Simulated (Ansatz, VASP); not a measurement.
# Si3N4: VASP beside Ansatz

```
Si N
1.0
     7.62468    0.00000    0.00000
    -3.81234    6.60317    0.00000
     0.00000    0.00000    2.91047
Si N
6 8
Direct
  0.76758 0.17395 0.32563
  0.59363 0.76758 0.82563
  0.82605 0.59363 0.32563
  0.23242 0.82605 0.82563
  0.40637 0.23242 0.32563
  0.17395 0.40637 0.82563
  0.02963 0.33000 0.32563
  0.69963 0.02963 0.82563
  0.67000 0.69963 0.32563
  0.97037 0.67000 0.82563
  0.30037 0.97037 0.32563
  0.33000 0.30037 0.82563
  0.33333 0.66667 0.82563
  0.66667 0.33333 0.32563
```

Alike in both runs: functional PBEsol; k mesh 6 × 6 × 8; occupations gaussian, width 0.02 eV; no spin polarisation.

Ansatz relaxed the structure, and its values are those at the end. VASP's run is a single point on that final structure, the one shown.

|  | VASP | Ansatz |
| --- | --- | --- |
| version | VASP 6.6.1 | Ansatz 0.2.0 |
| potentials or method | VASP PAW PBE potentials, release 64 (Si, N), cutoff 520 eV | scalar-relativistic, plane waves, PAW |
| valence electrons in the cell | 64 | 64 |

Ansatz gave:

* gap on the k mesh at the Fermi level (eV): 4.20
* least direct gap on the mesh (eV): 4.39
* pressure (GPa): 0.0

Q: Which values does VASP return?

A: gap on the k mesh at the Fermi level (eV): 4.19; least direct gap on the mesh (eV): 4.38; pressure (GPa): 0.2.

VASP's potentials were made for PBE, not for PBEsol. The functional is the same, so the differences come from potentials, cutoffs and numerics. Ansatz's warnings: structure snapped to symmetry.
